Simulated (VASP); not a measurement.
GaSb, 2 atoms in the cell. The structure is cubic, space group F-43m (No. 216). Conventional cell: a = 6.077 Å, b = 6.077 Å, c = 6.077 Å, α = 90.00°, β = 90.00°, γ = 90.00°. Within 3.5 Å of Ga (site symmetry -43m) lie 4 Sb at 2.63 Å. Within 3.5 Å of Sb (site symmetry -43m) lie 4 Ga at 2.63 Å. 

```yaml
Program: VASP 6.6.1
Task: single point
Functional: PBEsol
Dispersion: D3(BJ)
Potentials_or_basis: VASP PAW PBE potentials, release 64 (Ga_d, Sb)
Cutoff: 500 eV
k_mesh: 5 × 5 × 5
Occupations: gaussian, width 0.01 eV
Spin: no spin polarisation
Dipole_correction: no
Further_INCAR_settings: ALGO = Normal; EDIFF = 1e-06; NBANDS = 16
```

Potentials or basis: VASP PAW PBE potentials, release 64 (Ga_d, Sb).

Run with:

```bash
$ cat potpaw_PBE.64/Ga_d/POTCAR potpaw_PBE.64/Sb/POTCAR > POTCAR
$ mpirun -np 1 vasp_std > vasp.out
```

Hardware: 1 thread of Intel Xeon 8259CL (shared host).

Q: Estimate the wall time of this run.

A: Wall time 18 s on 1 thread of Intel Xeon 8259CL, on a shared host, peak memory 0.18 GiB. Counts: scf iterations 12, k points 10.
